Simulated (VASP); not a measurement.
# WS2 (P6_3/mmc) in VASP: notebook

Runs on WS2. Level: PBEsol. Tasks: single point.

Everything below comes from runs of VASP 6.6.1. Logs are shortened: lines on timing, memory, paths and dates and some standing lists are left out, and cuts for length are marked.

### 1 The cell of the first run

Symmetry: P6_3/mmc, No. 194, hexagonal system. Conventional cell: a = 3.118 Å, b = 3.118 Å, c = 12.583 Å, α = 90.00°, β = 90.00°, γ = 120.00°. Within 3.2 Å of W (site symmetry -6m2) lie 6 S at 2.43 Å and 6 W at 3.12 Å. Within 3.2 Å of S (site symmetry 3m) lie 3 W at 2.43 Å and 6 S at 3.12 Å.

### 2 Single point, PBEsol

INCAR

```
ALGO     = Normal         # electronic algorithm
EDIFF    = 1E-6           # SCF threshold, eV
ENCUT    = 520            # plane-wave cutoff, eV
GGA      = PS             # functional
ISIF     = 2              # what is computed and relaxed
ISMEAR   = 0              # smearing method
LASPH    = T              # aspherical terms in the spheres
LCHARG   = F              # write CHGCAR
LREAL    = F              # projectors in reciprocal space
LWAVE    = F              # write WAVECAR
NBANDS   = 35             # bands
NELM     = 60             # most SCF steps
PREC     = Accurate       # precision mode
SIGMA    = 0.05           # smearing width, eV
```

KPOINTS

```
k-points
0
Gamma
  12 12 2
```

POSCAR

```
WS2
1.0
    3.1180283786      0.0000000000      0.0000000000
   -1.5590141893      2.7002917856      0.0000000000
    0.0000000000      0.0000000000     12.5828033276
W S
2 4
Direct
    0.3333333333      0.6666666667      0.2500000000
    0.6666666667      0.3333333333      0.7500000000
    0.3333333333      0.6666666667      0.6199879487
    0.6666666667      0.3333333333      0.1199879487
    0.3333333333      0.6666666667      0.8800120513
    0.6666666667      0.3333333333      0.3800120513
```

Potentials or basis: VASP PAW PBE potentials, release 64 (W_sv, S).

On the command line:

```
cat potpaw_PBE.64/W_sv/POTCAR potpaw_PBE.64/S/POTCAR > POTCAR
mpirun -np 1 vasp_std > vasp.out
```

OUTCAR:

```text
EDIFF = 1E-6
   ENCUT = 520
   GGA = PS
   ISIF = 2
   ISMEAR = 0
   LASPH = T
   LREAL = F
   NELM = 60
   PREC = Accurate

 ion  position               nearest neighbor table
   1  0.333  0.667  0.250-   4 2.43   6 2.43   4 2.43   6 2.43   4 2.43   6 2.43
   2  0.667  0.333  0.750-   3 2.43   5 2.43   3 2.43   5 2.43   3 2.43   5 2.43
   3  0.333  0.667  0.620-   2 2.43   2 2.43   2 2.43
   4  0.667  0.333  0.120-   1 2.43   1 2.43   1 2.43
   5  0.333  0.667  0.880-   2 2.43   2 2.43   2 2.43
   6  0.667  0.333  0.380-   1 2.43   1 2.43   1 2.43

  LATTYP: Found a hexagonal cell.
 ALAT       =     3.1180283786
 C/A-ratio  =     4.0354999377

  Lattice vectors:

 A1 = (   3.1180283786,   0.0000000000,   0.0000000000)
 A2 = (  -1.5590141893,   2.7002917856,   0.0000000000)
 A3 = (   0.0000000000,   0.0000000000,  12.5828033276)

Analysis of symmetry for initial positions (statically):
=====================================================================
 Subroutine PRICEL returns:
 Original cell was already a primitive cell.

 Routine SETGRP: Setting up the symmetry group for a
 hexagonal supercell.

 Subroutine GETGRP returns: Found 24 space group operations
 (whereof 12 operations were pure point group operations)
 out of a pool of 24 trial point group operations.

The static configuration has the point symmetry D_3d.
 The point group associated with its full space group is D_6h.

Analysis of symmetry for dynamics (positions and initial velocities):
=====================================================================
 Subroutine PRICEL returns:
 Original cell was already a primitive cell.

 Routine SETGRP: Setting up the symmetry group for a
 hexagonal supercell.

 Subroutine GETGRP returns: Found 24 space group operations
 (whereof 12 operations were pure point group operations)
 out of a pool of 24 trial point group operations.

The dynamic configuration has the point symmetry D_3d.
 The point group associated with its full space group is D_6h.

 Subroutine INISYM returns: Found 24 space group operations
 (whereof 12 operations are pure point group operations),
 and found     1 'primitive' translations

----------------------------------------------------------------------------------------

                                     Primitive cell

  volume of cell :     105.9420

  direct lattice vectors                    reciprocal lattice vectors
     3.118028379  0.000000000  0.000000000     0.320715490  0.185165175  0.000000000
    -1.559014189  2.700291786  0.000000000     0.000000000  0.370330349  0.000000000
     0.000000000  0.000000000 12.582803328     0.000000000  0.000000000  0.079473546

  length of vectors
     3.118028379  3.118028379 12.582803328     0.370330349  0.370330349  0.079473546

  position of ions in fractional coordinates (direct lattice)
     0.333333333  0.666666667  0.250000000
     0.666666667  0.333333333  0.750000000
     0.333333333  0.666666667  0.619987949
     0.666666667  0.333333333  0.119987949
     0.333333333  0.666666667  0.880012051
     0.666666667  0.333333333  0.380012051

  ion indices of the primitive-cell ions
   primitive index   ion index
                 1           1
                 2           2
                 3           3
                 4           4
                 5           5
                 6           6

----------------------------------------------------------------------------------------

 KPOINTS: k-points

Automatic generation of k-mesh.
 Grid dimensions read from file:
 generate k-points for:   12   12    2

 Generating k-lattice:

  Cartesian coordinates                     Fractional coordinates (reciprocal lattice)
     0.026726291  0.015430431  0.000000000     0.083333333  0.000000000  0.000000000
     0.000000000  0.030860862  0.000000000     0.000000000  0.083333333  0.000000000
     0.000000000  0.000000000  0.039736773     0.000000000  0.000000000  0.500000000

  Length of vectors
     0.030860862  0.030860862  0.039736773

  Shift w.r.t. Gamma in fractional coordinates (k-lattice)
     0.000000000  0.000000000  0.000000000

 Subroutine IBZKPT returns following result:
 ===========================================

 Found     38 irreducible k-points:

 Following reciprocal coordinates:
            Coordinates               Weight
  0.000000  0.000000  0.000000      1.000000
  0.083333 -0.000000  0.000000      6.000000
  0.166667 -0.000000  0.000000      6.000000
  0.250000 -0.000000  0.000000      6.000000
  0.333333 -0.000000  0.000000      6.000000
  0.416667  0.000000  0.000000      6.000000
[... 16 lines left out ...]
  0.250000 -0.000000  0.500000      6.000000
  0.333333 -0.000000  0.500000      6.000000
 [... further k-points ...]
   k-points           NKPTS =     38   k-points in BZ     NKDIM =     38   number of bands    NBANDS=     35
   number of dos      NEDOS =    301   number of ions     NIONS =      6
   total plane-waves  NPLWV =  55296
   dimension x,y,z NGX =    24 NGY =   24 NGZ =   96
   dimension x,y,z NGXF=    48 NGYF=   48 NGZF=  192
   ions per type =               2   4
   NGX,Y,Z   is equivalent  to a cutoff of  12.80, 12.80, 12.68 a.u.
   NGXF,Y,Z  is equivalent  to a cutoff of  25.59, 25.59, 25.37 a.u.
 SYSTEM =  unknown system
   PREC   = accura    normal or accurate (medium, high low for compatibility)
   ISTART =      0    job   : 0-new  1-cont  2-samecut
   ICHARG =      2    charge: 1-file 2-atom 10-const
   ISPIN  =      1    spin polarized calculation?
   LNONCOLLINEAR =      F non collinear calculations
   LSORBIT =      F    spin-orbit coupling
   LASPH  =      T    aspherical Exc in radial PAW
   ENCUT  =  520.0 eV  38.22 Ry    6.18 a.u.   5.80  5.80 23.40*2*pi/ulx,y,z
   NELM   =     60;   NELMIN=  2; NELMDL= -5     # of ELM steps
   EDIFF  = 0.1E-05   stopping-criterion for ELM
   LREAL  =      F    real-space projection
   EDIFFG = 0.1E-04   stopping-criterion for IOM
   NSW    =      0    number of steps for IOM
   IBRION =     -1    ionic relax: 0-MD 1-quasi-New 2-CG
   NFREE  =      0    steps in history (QN), initial steepest desc. (CG)
   ISIF   =      2    stress and relaxation
   ISYM   =      2    0-nonsym 1-usesym 2-fastsym
   POTIM  = 0.5000    time-step for ionic-motion
   TEBEG  =    0.0;   TEEND  =   0.0 temperature during run
   PSTRESS=    0.0 pullay stress
   NELECT =      52.0000    total number of electrons
   NUPDOWN=      -1.0000    fix difference up-down
   EMIN   =  10.00;   EMAX   =-10.00  energy-range for DOS
   EFERMI =   0.00;   METHOD = LEGACY
   ISMEAR =     0;   SIGMA  =   0.05  broadening in eV -4-tet -1-fermi 0-gaus
   EFERMI_NEDOS =   21; number of points for ismear=-14 and -15
   IALGO  =     38    algorithm
   IMIX   =      4    mixing-type and parameters
     AMIX     =   0.40;   BMIX     =  1.00
     AMIX_MAG =   1.60;   BMIX_MAG =  1.00
  volume/ion in A,a.u.               =      17.66       119.16
  Fermi-wavevector in a.u.,A,eV,Ry     =   1.291378  2.440350 22.689836  1.667656
  Thomas-Fermi vector in A             =   2.423151
   LORBIT       =      0    0 simple, 1 ext, 2 COOP (PROOUT), +10 PAW based schemes
   GGA     = PS    functional components
   LHFCALC =     F    Hartree Fock is set to
   AEXX    =    0.0000 exact exchange contribution
   IVDW    =     0    specifies the selected vdW correction
   LEPSILON=     F    determine dielectric tensor
   LRPA    =     F    only Hartree local field effects (RPA)
 non-spin polarized calculation
 Gauss-broadening in eV      SIGMA  =   0.05
  energy-cutoff  :      520.00
  volume of cell :      105.94
 maximum number of plane-waves:      2878
 NGX is ok and might be reduce to    24
   NGX = 11   NGY = 11   NGZ = 47

 number of electron      52.0000000 magnetization

 Free energy of the ion-electron system (eV)
  ---------------------------------------------------
  ext. energy  EPLUGINS =         0.00000000
  ---------------------------------------------------
  free energy    TOTEN  =       -50.40607375 eV

  energy without entropy =      -50.40607375  energy(sigma->0) =      -50.40607375

 E-fermi :   7.3895     XC(G=0): -11.1836

 val. band max:        7.0999151934   @ k =   0.0000   0.0000   0.0000
 cond. band min:       8.1247793564   @ k =   0.1667   0.1667   0.0000
 fundamental gap:      1.0248641630
 Fermi energy:         7.3894961172

 k-point     1 :       0.0000    0.0000    0.0000
  band No.  band energies     occupation
      1     -67.1394      2.00000
      2     -67.1394      2.00000
      3     -31.4112      2.00000
      4     -31.4112      2.00000
      5     -31.1711      2.00000
      6     -31.1711      2.00000
[... 27 lines left out ...]
     34       9.8916      0.00000
     35      12.3522      0.00000

 k-point     2 :       0.0833   -0.0000    0.0000
  band No.  band energies     occupation
      1     -67.1379      2.00000
      2     -67.1379      2.00000
      3     -31.4063      2.00000
      4     -31.4063      2.00000
      5     -31.1987      2.00000
      6     -31.1987      2.00000
[... 27 lines left out ...]
     34      10.0618      0.00000
     35      12.8902      0.00000

 k-point     3 :       0.1667   -0.0000    0.0000
  band No.  band energies     occupation
      1     -67.1339      2.00000
      2     -67.1338      2.00000
      3     -31.3929      2.00000
      4     -31.3928      2.00000
      5     -31.2736      2.00000
      6     -31.2736      2.00000
[... 27 lines left out ...]
     34      10.5584      0.00000
     35      13.7888      0.00000
[... 723 lines left out ...]
 k-point    23 :       0.2500   -0.0000    0.5000
  band No.  band energies     occupation
      1     -67.1283      2.00000
      2     -67.1283      2.00000
      3     -31.3745      2.00000
      4     -31.3745      2.00000
      5     -31.3745      2.00000
      6     -31.3745      2.00000
[... 27 lines left out ...]
     34      10.9297      0.00000
     35      13.8660      0.00000

 k-point    24 :       0.3333   -0.0000    0.5000
  band No.  band energies     occupation
      1     -67.1228      2.00000
      2     -67.1228      2.00000
      3     -31.4737      2.00000
      4     -31.4737      2.00000
      5     -31.3560      2.00000
      6     -31.3560      2.00000
[... 27 lines left out ...]
     34      11.2109      0.00000
     35      13.1748      0.00000

 [... further k-points ...]
[... 5 lines left out ...]
  --------------------------------------------------------------------------------------
  -------------------------------------------------------------------------------------
  Total       -0.6102909     -0.6102909     -6.7806990      0.0000000      0.0000000     -0.0000000
  in kB       -9.2295242     -9.2295242   -102.5455653      0.0000000      0.0000000     -0.0000000
  external PRESSURE =     -40.3348713 kB  Pullay stress =       0.0000000 kB

 VOLUME and BASIS-vectors are now :
 -----------------------------------------------------------------------------
  energy-cutoff  :      520.00
  volume of cell :      105.94
      direct lattice vectors                 reciprocal lattice vectors
     3.118028379  0.000000000  0.000000000     0.320715490  0.185165175  0.000000000
    -1.559014189  2.700291786  0.000000000     0.000000000  0.370330349  0.000000000
     0.000000000  0.000000000 12.582803328     0.000000000  0.000000000  0.079473546

 POSITION                                       TOTAL-FORCE (eV/Angst)
 -----------------------------------------------------------------------------------
     -0.00000      1.80019      3.14570         0.000000     -0.000000     -0.000000
      1.55901      0.90010      9.43710        -0.000000      0.000000     -0.000000
     -0.00000      1.80019      7.80119         0.000000     -0.000000      1.098181
      1.55901      0.90010      1.50978        -0.000000      0.000000      1.098181
     -0.00000      1.80019     11.07302         0.000000     -0.000000     -1.098181
      1.55901      0.90010      4.78162         0.000000      0.000000     -1.098181
 -----------------------------------------------------------------------------------
    total drift:                               -0.000000      0.000000     -0.000000

  FREE ENERGIE OF THE ION-ELECTRON SYSTEM (eV)
  ---------------------------------------------------
  free  energy   TOTEN  =       -50.4060737540 eV

  energy  without entropy=      -50.4060737540  energy(sigma->0) =      -50.40607375
```

Run time: 88 s. Hardware: 1 thread of Intel Xeon Platinum 8488C (Sapphire Rapids), shared host; peak memory 0.28 GiB.

What came out:

```
Free energy            : -50.4061 eV
Pressure               : -4.0 GPa
Largest force          : 1.098 eV/Å
Band gap on the k mesh : 1.02 eV, indirect (least direct gap 2.12 eV)
```

Forces on the atoms (eV/Å):
```
W    0.000  0.000  0.000
W    0.000  0.000  0.000
S    0.000  0.000  1.098
S    0.000  0.000  1.098
S    0.000  0.000 -1.098
S    0.000  0.000 -1.098
```

Caveat: the PAW data sets were made with another functional, which shifts forces and pressure a little; spin-orbit coupling is left out, which moves the levels of the heavy elements; this functional lacks dispersion, which binds the layers, so the pressure and a relaxed spacing across them are unreliable.

(Continued in part 2 of 2.)
